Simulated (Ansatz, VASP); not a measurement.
# Two plane-wave programs on K

File INCAR:

```
PREC = Accurate
ENCUT = 520
EDIFF = 1E-6
ISMEAR = 0
SIGMA = 0.05
LREAL = F
LASPH = T
NELM = 80
ALGO = Normal
ISIF = 2
LWAVE = F
LCHARG = T
GGA = PE
LELF = T
LVHAR = T
NBANDS = 16
```

Contents of KPOINTS:

```
regular mesh
0
Gamma
  12 12 6
```

The input POSCAR:

```
K
1.0
    4.7623960200      0.0000000000      0.0000000000
   -2.3811980100      4.1243559400      0.0000000000
    0.0000000000      0.0000000000      7.8299713200
K
2
Direct
    0.3333333300      0.6666666700      0.2500000000
    0.6666666700      0.3333333300      0.7500000000
```

Input for Ansatz:

```yaml
crystal:
  lattice:
    - [4.76239602, 0.0, 0.0]
    - [-2.38119801, 4.12435594, 0.0]
    - [0.0, 0.0, 7.82997132]
  atoms:
    - { symbol: K, position: [0.33333333, 0.66666667, 0.25] }
    - { symbol: K, position: [0.66666667, 0.33333333, 0.75] }
basis:
  ecutwfc: 420
kpoints:
  mp_grid: { grid: [12, 12, 6] }
hamiltonian:
  xc: pbe
scf:
  occupations: { method: gaussian, width: 0.05 }
output:
  forces: true
  eigenvalues: true
  eigenstates:
    nscf_kmesh: { grid: [30, 30, 16] }
    top_band: c6
    de_dk: true
    localisation: false
  stress: true
checkpoint:
  write: ck
  compress: false
  write_wavefunctions: false
  write_every: 100000
```

Alike in both runs: task single point; functional PBE; k mesh 12 × 12 × 6; occupations gaussian, width 0.05 eV; no spin polarisation.

|  | VASP | Ansatz |
| --- | --- | --- |
| version | VASP 6.6.1 | Ansatz 0.2.0 |
| potentials or method | VASP PAW PBE potentials, release 64 (K_sv), cutoff 520 eV | scalar-relativistic, plane waves, PAW |
| valence electrons in the cell | 18 | 18 |

```csv
,VASP,Ansatz,Ansatz less VASP
pressure (GPa),-0.1,-0.1,+0.01
```
